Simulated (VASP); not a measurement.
# RbAl4H5 (I4/mmm) in VASP: further runs, part 2 of 2

VASP 6.6.1. The steps go on from the part before.

**3. Single point, PBE**

This run uses another cell than the first one, of 17.37 Å³/atom, 0.995 times its volume.

File INCAR:

```
ALGO = Normal ; EDIFF = 1E-6
ENCUT = 520 ; GGA = PE
ISIF = 2 ; ISMEAR = 0
LASPH = T ; LCHARG = T
LELF = T ; LREAL = F
LVHAR = T ; LWAVE = F
NBANDS = 24 ; NELM = 100
PREC = Accurate ; SIGMA = 0.1
```

File KPOINTS:

```
k-points
0
Gamma
  10 10 10
```

File POSCAR:

```
RbAl4H5
1.0
   -4.0865151590      4.0865151590      2.6008181193
    4.0865151590     -4.0865151590      2.6008181193
    4.0865151590      4.0865151590     -2.6008181193
Rb Al H
1 4 5
Direct
    0.0000000000      0.0000000000      0.0000000000
    0.5000000000      0.5000000000      0.5000000000
    0.0000000000      0.0000000000      0.5000000000
    0.5000000000      0.0000000000      0.0000000000
    0.0000000000      0.5000000000      0.0000000000
    0.5000000000      0.7051594604      0.2051594604
    0.5000000000      0.2948405396      0.7948405396
    0.7051594604      0.5000000000      0.2051594604
    0.2948405396      0.5000000000      0.7948405396
    0.5000000000      0.5000000000      0.0000000000
```

Potentials or basis: VASP PAW PBE potentials, release 64 (Rb_sv, Al, H).

Started as:

```bash
cat potpaw_PBE.64/Rb_sv/POTCAR potpaw_PBE.64/Al/POTCAR potpaw_PBE.64/H/POTCAR > POTCAR
mpirun -np 1 vasp_std > vasp.out
```

OUTCAR:

```text
EDIFF = 1E-6
   ENCUT = 520
   GGA = PE
   ISIF = 2
   ISMEAR = 0
   LASPH = T
   LREAL = F
   NELM = 100
   PREC = Accurate

 ion  position               nearest neighbor table
   1  0.000  0.000  0.000-  10 2.60  10 2.60   7 3.09   9 3.09   8 3.09   8 3.09   6 3.09   7 3.09
                             9 3.09   6 3.09   5 3.17   5 3.17   4 3.17   2 3.17   3 3.17   4 3.17
   2  0.500  0.500  0.500-   3 2.60   3 2.60   1 3.17   1 3.17
   3  0.000  0.000  0.500-   2 2.60   2 2.60   1 3.17   1 3.17
   4  0.500  0.000  0.000-   5 2.60   5 2.60   1 3.17   1 3.17
   5  0.000  0.500  0.000-   4 2.60   4 2.60   1 3.17   1 3.17
   6  0.500  0.705  0.205-   1 3.09   1 3.09
   7  0.500  0.295  0.795-   1 3.09   1 3.09
   8  0.705  0.500  0.205-   1 3.09   1 3.09
   9  0.295  0.500  0.795-   1 3.09   1 3.09
  10  0.500  0.500  0.000-   1 2.60   1 2.60

  LATTYP: Found a body centered tetragonal cell.
 ALAT       =     8.1730303180
 C/A-ratio  =     0.6364391219

  Lattice vectors:

 A1 = (  -4.0865151590,   4.0865151590,   2.6008181193)
[... 203 lines left out ...]
      2      -9.1448      2.00000
      3      -9.1448      2.00000
      4      -8.9666      2.00000
      5      -6.1419      2.00000
      6      -3.3504      2.00000
[... 637 lines left out ...]
     23       8.1578      0.00000
     24       8.3692      0.00000

 [... further k-points ...]

------------------------ aborting loop because EDIFF is reached ----------------------------------------

  FORCE on cell =-STRESS in cart. coord.  units (eV):
  Direction    XX          YY          ZZ          XY          YZ          ZX
  --------------------------------------------------------------------------------------
  -------------------------------------------------------------------------------------
  Total       -0.0560140     -0.0560140     -0.0439267      0.0000000      0.0000000     -0.0000000
  in kB       -0.5165720     -0.5165720     -0.4051010      0.0000000      0.0000000     -0.0000000
  external PRESSURE =      -0.4794150 kB  Pullay stress =       0.0000000 kB

 VOLUME and BASIS-vectors are now :
 -----------------------------------------------------------------------------
  energy-cutoff  :      520.00
  volume of cell :      173.73
      direct lattice vectors                 reciprocal lattice vectors
    -4.086515159  4.086515159  2.600818119     0.000000000  0.122353639  0.192247200
     4.086515159 -4.086515159  2.600818119     0.122353639  0.000000000  0.192247200
     4.086515159  4.086515159 -2.600818119     0.122353639  0.122353639  0.000000000

 POSITION                                       TOTAL-FORCE (eV/Angst)
 -----------------------------------------------------------------------------------
      0.00000      0.00000      0.00000        -0.000000      0.000000      0.000000
      2.04326      2.04326      1.30041        -0.000000      0.000000     -0.000000
      2.04326      2.04326     -1.30041        -0.000000      0.000000      0.000000
     -2.04326      2.04326      1.30041        -0.000000      0.000000     -0.000000
      2.04326     -2.04326      1.30041        -0.000000      0.000000      0.000000
      1.67677     -0.00000      2.60082        -0.001886      0.000000      0.000000
      2.40974      4.08652      0.00000         0.001886      0.000000      0.000000
     -0.00000      1.67677      2.60082        -0.000000     -0.001886      0.000000
      4.08652      2.40974      0.00000        -0.000000      0.001886      0.000000
      0.00000      0.00000      2.60082        -0.000000      0.000000      0.000000
 -----------------------------------------------------------------------------------
    total drift:                                0.000000      0.000000      0.000000

  FREE ENERGIE OF THE ION-ELECTRON SYSTEM (eV)
  ---------------------------------------------------
  free  energy   TOTEN  =       -24.5897192707 eV

  energy  without entropy=      -24.5676792492  energy(sigma->0) =      -24.57869926
```

OSZICAR:

```text
N       E                     dE             d eps       ncg     rms          rms(c)
DAV:   1     0.659700620622E+02    0.65970E+02   -0.95334E+03  4896   0.876E+02
DAV:   2    -0.180837674805E+02   -0.84054E+02   -0.79641E+02  6176   0.133E+02
DAV:   3    -0.253184821357E+02   -0.72347E+01   -0.71576E+01  6560   0.369E+01
DAV:   4    -0.257591818338E+02   -0.44070E+00   -0.44012E+00  8304   0.770E+00
DAV:   5    -0.257616287220E+02   -0.24469E-02   -0.24467E-02  6584   0.626E-01    0.884E+00
DAV:   6    -0.247063720517E+02    0.10553E+01   -0.22401E+00  6592   0.476E+00    0.523E+00
DAV:   7    -0.245963561706E+02    0.11002E+00   -0.53698E-01  6120   0.276E+00    0.270E+00
DAV:   8    -0.245860918370E+02    0.10264E-01   -0.70284E-02  6488   0.982E-01    0.687E-01
DAV:   9    -0.245881293910E+02   -0.20376E-02   -0.83102E-03  5848   0.347E-01    0.124E-01
DAV:  10    -0.245891907094E+02   -0.10613E-02   -0.21897E-03  5896   0.186E-01    0.471E-02
DAV:  11    -0.245896216557E+02   -0.43095E-03   -0.71128E-04  5848   0.984E-02    0.184E-02
DAV:  12    -0.245896941513E+02   -0.72496E-04   -0.98399E-05  6224   0.366E-02    0.104E-02
DAV:  13    -0.245897190147E+02   -0.24863E-04   -0.59465E-05  5704   0.259E-02    0.440E-03
DAV:  14    -0.245897192707E+02   -0.25593E-06   -0.33245E-06  6472   0.772E-03
   1 F= -.24589719E+02 E0= -.24578699E+02  d E =-.220400E-01
```

Run time: 12 min. Hardware: 1 thread of AMD EPYC 7R13 (Zen 3), shared host; peak memory 0.54 GiB.

Results:

| Quantity | Value |
| --- | --- |
| Free energy | -24.5897 eV |
| Pressure | 0.0 GPa |
| Band gap on the k mesh | zero (band 13 reaches 3.13 eV, above the bottom of band 14 at 1.39 eV) |
